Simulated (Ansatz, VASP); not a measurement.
Two plane-wave programs on C

```
C
1.0
     0.00000    1.78581    1.78581
     1.78581    0.00000    1.78581
     1.78581    1.78581    0.00000
C
2
Direct
  0.00000 0.00000 0.00000
  0.25000 0.25000 0.25000
```

Alike in both runs: task single point; functional PBE; k mesh 12 × 12 × 12; occupations gaussian, width 0.02 eV; no spin polarisation.

|  | VASP | Ansatz |
| --- | --- | --- |
| version | VASP 6.6.1 | Ansatz 0.2.0 |
| potentials or method | VASP PAW PBE potentials, release 64 (C), cutoff 600 eV | scalar-relativistic, plane waves, PAW |
| valence electrons in the cell | 8 | 8 |

```tsv
	VASP	Ansatz	Ansatz less VASP
gap on the k mesh at the Fermi level (eV)	4.14	4.15	+0.007
least direct gap on the mesh (eV)	5.58	5.58	+0.002
pressure (GPa)	0.0	0.0	+0.02
```
